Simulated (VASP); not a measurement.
Crystal: IrO2.

```
CELL_PARAMETERS angstrom
4.50510 0.00000 0.00000
0.00000 4.50510 0.00000
0.00000 0.00000 3.15860
ATOMIC_POSITIONS crystal
Ir 0.00000 0.00000 0.00000
Ir 0.50000 0.50000 0.50000
O 0.30770 0.30770 0.00000
O 0.19230 0.80770 0.50000
O 0.69230 0.69230 0.00000
O 0.80770 0.19230 0.50000
```

Base run:

```yaml
Program: VASP 6.6.1
Functional: PBE
Potentials_or_basis: VASP PAW PBE potentials, release 64 (Ir, O)
Cutoff: 600 eV
k_mesh: 5 × 5 × 7
Occupations: gaussian, width 0.05 eV
Spin: collinear spin, ferromagnetic start
Starting_moments: "[1.4, 1.4, 0.0, 0.0, 0.0, 0.0] μB"
Hubbard_terms: Ir d U = 3.2 eV
```

Its results: pressure 5.7 GPa; net moment 1.09 μB per cell; site moments Ir +0.34; O +0.10 μB; largest force 0.041 eV/Å.

The run is repeated on the same cell with these changes: further incar settings from ALGO = Normal; EDIFF = 1e-06; NBANDS = 34 to ALGO = Normal; EDIFF = 1e-06; NBANDS = 34; ISYM = 0; moments at the start from [1.4, 1.4, 0.0, 0.0, 0.0, 0.0] to [0.13, 0.13, 0.06, 0.06, 0.06, 0.06]. What comes out?

Pressure 5.3 GPa; net moment 0.83 μB per cell; site moments Ir +0.26; O +0.07 μB; largest force 0.023 eV/Å.
